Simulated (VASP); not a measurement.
# Si8N in VASP: notebook, part 2 of 2

VASP 6.6.1. Earlier steps stand in the parts before.

## (4) Single point, PBE

File INCAR:

```
SYSTEM = Si8N
PREC = Accurate
ENCUT = 520
EDIFF = 1E-6
ISMEAR = 0
SIGMA = 0.05
LREAL = .False.
LASPH = .True.
NELM = 120
ALGO = Normal
ISIF = 2
LWAVE = .False.
LCHARG = .False.
LDIPOL = .True.
IDIPOL = 3
DIPOL = 0.5 0.5 0.298
GGA = PE
NBANDS = 52
GGA_COMPAT = .False.
NELMDL = -8
```

File KPOINTS:

```
regular mesh
0
Gamma
  4 4 1
  0 0 0
```

File POSCAR:

```
Si8N
1.0
    7.7021642883      0.0000000000      0.0000000000
    0.0000000000      6.3646813592      0.0000000000
    0.0000000000      0.0000000000     22.2525434180
Si N
16 2
Direct
    0.0000000000      0.9370679227      0.1797547330
    0.5000000000      0.9370679227      0.1797547330
    0.0000000000      0.5629320773      0.1797547330
    0.5000000000      0.5629320773      0.1797547330
    0.2500000000      0.4370679227      0.2297135909
    0.7500000000      0.4370679227      0.2297135909
    0.2500000000      0.0629320773      0.2297135909
    0.7500000000      0.0629320773      0.2297135909
    0.2500000000      0.9333044641      0.3302593493
    0.7500000000      0.9333044641      0.3302593493
    0.2500000000      0.5666955359      0.3302593493
    0.7500000000      0.5666955359      0.3302593493
    0.0000000000      0.4259907503      0.3708584346
    0.5000000000      0.4259907503      0.3708584346
    0.0000000000      0.0740092497      0.3708584346
    0.5000000000      0.0740092497      0.3708584346
    0.0000000000      0.3057176437      0.4643308957
    0.0000000000      0.5462638570      0.4643308957
```

On the command line:

```console
cat potpaw_PBE.64/Si/POTCAR potpaw_PBE.64/N/POTCAR > POTCAR
mpirun -np 1 vasp_std > vasp.out
```

Run time: 36 min. Hardware: 1 thread of Oxide Virtual Turin-like, shared host; peak memory 1.1 GiB.

The run converged. Its results:

* Free energy: -91.2706 eV
* Largest force: 9.210 eV/Å
* Band gap on the k mesh: zero (bands 37 and 38 overlap by 0.17 eV)

Forces on the atoms (eV/Å):
```
Si   0.000 -0.819  0.595
Si   0.000 -0.573  0.512
Si   0.000  0.839  0.648
Si   0.000  0.589  0.542
Si   0.070  0.040 -0.489
Si  -0.070  0.040 -0.489
Si   0.005 -0.021 -0.578
Si  -0.005 -0.021 -0.578
Si   0.021  0.094  0.022
Si  -0.021  0.094  0.022
Si   0.167  0.045 -0.232
Si  -0.167  0.045 -0.232
Si   0.000  1.209  1.733
Si   0.000 -0.074  0.002
Si   0.000 -0.384  0.192
Si   0.000  0.100  0.046
N    0.000  7.784  0.294
N    0.000 -8.988 -2.011
```

Levels at points of the mesh, in eV from the Fermi level:
```tsv
k point	band 33	band 34	band 35	band 36	band 37	band 38	band 39	band 40	band 41	band 42
(0.00, 0.00, 0.00)	-1.19	-0.81	-0.44	-0.19	-0.06	0.13	0.13	0.47	0.68	1.23
(0.50, 0.00, 0.00)	-1.64	-1.11	-0.68	-0.15	0.03	0.09	0.54	0.75	0.90	1.32
(0.00, 0.50, 0.00)	-1.13	-1.08	-0.98	-0.69	-0.34	0.00	0.07	0.42	0.68	1.06
(0.50, 0.50, 0.00)	-1.88	-0.65	-0.54	-0.44	-0.22	0.09	0.17	0.33	0.51	0.70
```

## (5) Single point, PBE

File INCAR:

```
ALGO     = Normal         # electronic algorithm
DIPOL    = 0.5 0.5 0.295
EDIFF    = 1E-6           # SCF threshold, eV
ENCUT    = 520            # plane-wave cutoff, eV
GGA      = PE             # functional
GGA_COMPAT= False        
IDIPOL   = 3            
ISIF     = 2              # what is computed and relaxed
ISMEAR   = 0              # smearing method
LASPH    = True           # aspherical terms in the spheres
LCHARG   = False          # write CHGCAR
LDIPOL   = True         
LREAL    = False          # projectors in reciprocal space
LWAVE    = False          # write WAVECAR
NBANDS   = 52             # bands
NELM     = 120            # most SCF steps
NELMDL   = -8           
PREC     = Accurate       # precision mode
SIGMA    = 0.05           # smearing width, eV
```

File KPOINTS:

```
k-points
0
Gamma
  4 4 1
```

Changes to POSCAR since step 4:

```diff
@@ -24,3 +24,3 @@
     0.5000000000      0.0740092497      0.3708584346
-    0.0000000000      0.3057176437      0.4643308957
-    0.0000000000      0.5462638570      0.4643308957
+    0.0000000000      0.2532405468      0.4355701385
+    0.0000000000      0.5987409538      0.4355701385
```

On the command line:

```console
cat potpaw_PBE.64/Si/POTCAR potpaw_PBE.64/N/POTCAR > POTCAR
mpirun -np 1 vasp_std > vasp.out
```

Wall time 32 min (1 thread of Oxide Virtual Turin-like, shared host); peak memory 1.1 GiB.

It converged, with:

```
Free energy            : -90.5077 eV
Largest force          : 3.715 eV/Å
Band gap on the k mesh : zero (bands 37 and 38 overlap by 0.17 eV)
```

Forces in eV/Å, atoms in the order of the input:
```
Si   0.000 -0.806  0.634
Si   0.000 -0.543  0.450
Si   0.000  0.796  0.604
Si   0.000  0.573  0.604
Si   0.173  0.053 -0.682
Si  -0.173  0.053 -0.682
Si   0.042 -0.025 -0.590
Si  -0.042 -0.025 -0.590
Si   0.133 -0.062 -0.238
Si  -0.133 -0.062 -0.238
Si   0.288 -0.004 -0.393
Si  -0.288 -0.004 -0.393
Si   0.000  2.877  2.350
Si   0.000 -0.068  0.019
Si   0.000 -0.776  2.500
Si   0.000  0.118  0.099
N    0.000 -0.932 -2.048
N    0.000 -1.164 -1.406
```

Levels at points of the mesh, in eV from the Fermi level:
```csv
k point,band 33,band 34,band 35,band 36,band 37,band 38,band 39,band 40,band 41,band 42
"(0.00, 0.00, 0.00)",-0.82,-0.75,-0.34,-0.13,-0.01,0.13,0.25,0.49,0.78,1.23
"(0.50, 0.00, 0.00)",-1.22,-0.63,-0.58,-0.44,0.05,0.27,0.60,0.83,0.92,1.41
"(0.00, 0.50, 0.00)",-1.14,-0.94,-0.52,-0.51,-0.14,-0.12,0.15,0.28,0.77,0.88
"(0.50, 0.50, 0.00)",-1.17,-0.67,-0.56,-0.43,-0.07,0.02,0.21,0.32,0.54,0.65
```

## (6) Single point, PBE

File INCAR:

```
SYSTEM = Si8N
PREC     = Accurate       ! precision mode
ENCUT    = 520            ! plane-wave cutoff, eV
EDIFF    = 1E-6           ! SCF threshold, eV
ISMEAR   = 0              ! smearing method
SIGMA    = 0.05           ! smearing width, eV
LREAL    = .False.        ! projectors in reciprocal space
LASPH    = .True.         ! aspherical terms in the spheres
NELM     = 120            ! most SCF steps
ALGO     = Normal         ! electronic algorithm
ISIF     = 2              ! what is computed and relaxed
LWAVE    = .False.        ! write WAVECAR
LCHARG   = .False.        ! write CHGCAR
LDIPOL   = .True.       
IDIPOL   = 3            
DIPOL    = 0.5 0.5 0.294
GGA      = PE             ! functional
NBANDS   = 52             ! bands
GGA_COMPAT= .False.      
NELMDL   = -8
```

File KPOINTS:

```
Automatic mesh
0
Gamma
  4 4 1
  0 0 0
```

Changes to POSCAR since step 5:

```diff
@@ -24,3 +24,3 @@
     0.5000000000      0.0740092497      0.3708584346
-    0.0000000000      0.2532405468      0.4355701385
-    0.0000000000      0.5987409538      0.4355701385
+    0.0000000000      0.2229169550      0.4211897598
+    0.0000000000      0.6290645457      0.4211897598
```

Potentials or basis: VASP PAW PBE potentials, release 64 (Si, N).

On the command line:

```console
cat potpaw_PBE.64/Si/POTCAR potpaw_PBE.64/N/POTCAR > POTCAR
mpirun -np 1 vasp_std > vasp.out
```

OUTCAR:

```text
SYSTEM = Si8N
   PREC = Accurate
   ENCUT = 520
   EDIFF = 1E-6
   ISMEAR = 0
   LREAL = .False.
   LASPH = .True.
   NELM = 120
   ISIF = 2
   GGA = PE
   NELMDL = -8

 ion  position               nearest neighbor table
   1  0.000  0.937  0.180-   7 2.36   8 2.36   3 2.38
   2  0.500  0.937  0.180-   7 2.36   8 2.36   4 2.38
   3  0.000  0.563  0.180-   5 2.36   6 2.36   1 2.38
   4  0.500  0.563  0.180-   5 2.36   6 2.36   2 2.38
   5  0.250  0.437  0.230-   3 2.36   4 2.36   7 2.38  11 2.38
   6  0.750  0.437  0.230-   3 2.36   4 2.36   8 2.38  12 2.38
   7  0.250  0.063  0.230-   1 2.36   2 2.36   5 2.38   9 2.38
   8  0.750  0.063  0.230-   1 2.36   2 2.36   6 2.38  10 2.38
   9  0.250  0.933  0.330-  15 2.31  16 2.31  11 2.33   7 2.38
  10  0.750  0.933  0.330-  15 2.31  16 2.31  12 2.33   8 2.38
  11  0.250  0.567  0.330-  13 2.31  14 2.31   9 2.33   5 2.38
  12  0.750  0.567  0.330-  13 2.31  14 2.31  10 2.33   6 2.38
  13  0.000  0.426  0.371-  17 1.71  18 1.71  15 2.24  12 2.31  11 2.31
  14  0.500  0.426  0.371-  16 2.24  12 2.31  11 2.31
[... 221 lines left out ...]
      2     -15.4279      2.00000
      3     -13.3064      2.00000
      4     -12.0546      2.00000
      5     -11.9076      2.00000
      6     -11.1876      2.00000
[... 457 lines left out ...]
     48       1.4778      0.00000
     49       1.6177      0.00000
 [bands above 49 left out]

------------------------ aborting loop because EDIFF is reached ----------------------------------------

 vacuum level on the upper side and lower side of the slab       (xc-potential included)         0.517        -0.727

  FORCE on cell =-STRESS in cart. coord.  units (eV):
  Direction    XX          YY          ZZ          XY          YZ          ZX
  --------------------------------------------------------------------------------------
  -------------------------------------------------------------------------------------
  Total        3.4452821     12.3263427      5.8291484      0.0000000      8.7005568      0.0000000
  in kB        5.0601835     18.1040491      8.5614355      0.0000000     12.7787546      0.0000000
  external PRESSURE =      10.5752227 kB  Pullay stress =       0.0000000 kB

 VOLUME and BASIS-vectors are now :
 -----------------------------------------------------------------------------
  energy-cutoff  :      520.00
  volume of cell :     1090.86
      direct lattice vectors                 reciprocal lattice vectors
     7.702164288  0.000000000  0.000000000     0.129833637  0.000000000  0.000000000
     0.000000000  6.364681359  0.000000000     0.000000000  0.157117056  0.000000000
     0.000000000  0.000000000 22.252543418     0.000000000  0.000000000  0.044938683

 POSITION                                       TOTAL-FORCE (eV/Angst)
 -----------------------------------------------------------------------------------
      0.00000      5.96414      4.00000         0.000000     -0.688346      0.623789
      3.85108      5.96414      4.00000         0.000000     -0.473205      0.561921
      0.00000      3.58288      4.00000         0.000000      0.711106      0.571613
      3.85108      3.58288      4.00000         0.000000      0.492607      0.577798
      1.92554      2.78180      5.11171         0.057452     -0.061141     -0.718617
      5.77662      2.78180      5.11171        -0.057452     -0.061141     -0.718617
[... 10 lines left out ...]
      0.00000      1.41880      9.37254         0.000000      6.017456      6.514610
      0.00000      4.00380      9.37254         0.000000      1.733370     -1.198367
 -----------------------------------------------------------------------------------
    total drift:                               -0.000000      0.000157     -0.000058

  FREE ENERGIE OF THE ION-ELECTRON SYSTEM (eV)
  ---------------------------------------------------
  free  energy   TOTEN  =       -90.8097312876 eV

  energy  without entropy=      -90.7954108516  energy(sigma->0) =      -90.80257107

 vacuum level on the upper side and lower side of the slab         3.963         2.692
```

stdout:

```text
POSCAR found type information on POSCAR SiN
 POSCAR found :  2 types and      18 ions
 scaLAPACK will be used
 -----------------------------------------------------------------------------
|                                                                             |
|                                                                             |
|     You have a (more or less) 'large supercell' and for larger cells it     |
|     might be more efficient to use real-space projection operators.         |
|     Therefore, try LREAL= Auto in the INCAR file.                           |
|     Mind: For very accurate calculation, you might also keep the            |
|     reciprocal projection scheme (i.e. LREAL=.FALSE.).                      |
|                                                                             |
 -----------------------------------------------------------------------------

 LDA part: xc-table for (Slater+PW92), standard interpolation
 POSCAR, INCAR and KPOINTS ok, starting setup
 FFT: planning ... GRIDC
 FFT: planning ... GRID_SOFT
 FFT: planning ... GRID
 WAVECAR not read
 entering main loop
```

Wall time 18 min (1 thread of Oxide Virtual Turin-like, shared host); peak memory 1.1 GiB.

Results:

| Item | Value |
| --- | --- |
| Free energy | -90.8097 eV |
| Largest force | 11.873 eV/Å |
| Band gap on the k mesh | zero (bands 37 and 38 overlap by 0.05 eV) |

Forces on the atoms (eV/Å):
```
Si    0.000  -0.688   0.624
Si    0.000  -0.473   0.562
Si    0.000   0.711   0.572
Si    0.000   0.493   0.578
Si    0.057  -0.061  -0.719
Si   -0.057  -0.061  -0.719
Si    0.100  -0.003  -0.658
Si   -0.100  -0.003  -0.658
Si    0.229  -0.214  -0.392
Si   -0.229  -0.214  -0.392
Si    0.310   0.326  -0.274
Si   -0.310   0.326  -0.274
Si    0.000   2.261   2.816
Si    0.000  -0.099   0.071
Si    0.000 -10.013  -6.380
Si    0.000  -0.038  -0.072
N     0.000   6.017   6.515
N     0.000   1.733  -1.198
```

Levels at points of the mesh, in eV from the Fermi level:
```tsv
k point	band 35	band 36	band 37	band 38	band 39	band 40
(0.00, 0.00, 0.00)	-0.53	-0.30	-0.01	0.25	0.36	0.65
(0.50, 0.00, 0.00)	-0.73	-0.47	-0.07	0.22	0.84	0.92
(0.00, 0.50, 0.00)	-0.58	-0.43	-0.12	0.00	0.18	0.67
(0.50, 0.50, 0.00)	-0.59	-0.35	-0.09	0.02	0.22	0.61
```

## (7) Single point, PBE

File INCAR:

```
PREC = Accurate ; ENCUT = 520
EDIFF = 1E-6 ; ISMEAR = 0
SIGMA = 0.05 ; LREAL = F
LASPH = T ; NELM = 120
ALGO = Normal ; ISIF = 2
LWAVE = F ; LCHARG = F
LDIPOL = T ; IDIPOL = 3
DIPOL = 0.5 0.5 0.297 ; GGA = PE
NBANDS = 52 ; GGA_COMPAT = F
NELMDL = -8
```

File KPOINTS:

```
regular mesh
0
Gamma
  4 4 1
```

Changes to POSCAR since step 6:

```diff
@@ -24,3 +24,3 @@
     0.5000000000      0.0740092497      0.3708584346
-    0.0000000000      0.2229169550      0.4211897598
-    0.0000000000      0.6290645457      0.4211897598
+    0.0000000000      0.2229169550      0.4499505171
+    0.0000000000      0.6290645457      0.4499505171
```

On the command line:

```console
cat potpaw_PBE.64/Si/POTCAR potpaw_PBE.64/N/POTCAR > POTCAR
mpirun -np 1 vasp_std > vasp.out
```

Wall time 19 min (1 thread of Oxide Virtual Turin-like, shared host); peak memory 1.1 GiB.

It converged, with:

* Free energy: -88.3049 eV
* Largest force: 4.763 eV/Å
* Band gap on the k mesh: zero (bands 37 and 38 overlap by 0.11 eV)

Forces on the atoms (eV/Å):
```
Si   0.000 -0.808  0.667
Si   0.000 -0.631  0.531
Si   0.000  0.784  0.625
Si   0.000  0.619  0.586
Si   0.140  0.072 -0.663
Si  -0.140  0.072 -0.663
Si   0.068 -0.075 -0.621
Si  -0.068 -0.075 -0.621
Si   0.159  0.005 -0.173
Si  -0.159  0.005 -0.173
Si   0.165 -0.051 -0.196
Si  -0.165 -0.051 -0.196
Si   0.000  2.331  4.154
Si   0.000  0.008 -0.047
Si   0.000 -0.201  3.517
Si   0.000  0.027  0.064
N    0.000  0.202 -4.035
N    0.000 -2.231 -2.756
```

Levels at points of the mesh, in eV from the Fermi level:
```tsv
k point	band 35	band 36	band 37	band 38	band 39	band 40
(0.00, 0.00, 0.00)	-0.23	-0.02	0.06	0.08	0.21	0.51
(0.50, 0.00, 0.00)	-0.38	-0.21	0.05	0.24	0.44	0.80
(0.00, 0.50, 0.00)	-0.50	-0.31	-0.14	-0.06	-0.01	0.16
(0.50, 0.50, 0.00)	-0.51	-0.46	-0.19	0.07	0.19	0.23
```

## (8) Overview

```tsv
cell	gap on the mesh (eV)	largest force (eV/Å)
as given, atomic positions A	none	12.95
as given, atomic positions B	none	8.31
as given, atomic positions C	none	9.21
as given, atomic positions D	none	3.72
as given, atomic positions E	none	11.87
as given, atomic positions F	none	4.76
```

Alike in all rows: task single point; level PBE; potentials or basis VASP PAW PBE potentials, release 64 (Si, N); no spin polarisation; k mesh 4 × 4 × 1; cutoff (eV) 520; smearing gaussian 0.05 eV.

Total energies depend on the potentials used, so only differences within one code and one set of settings carry meaning.
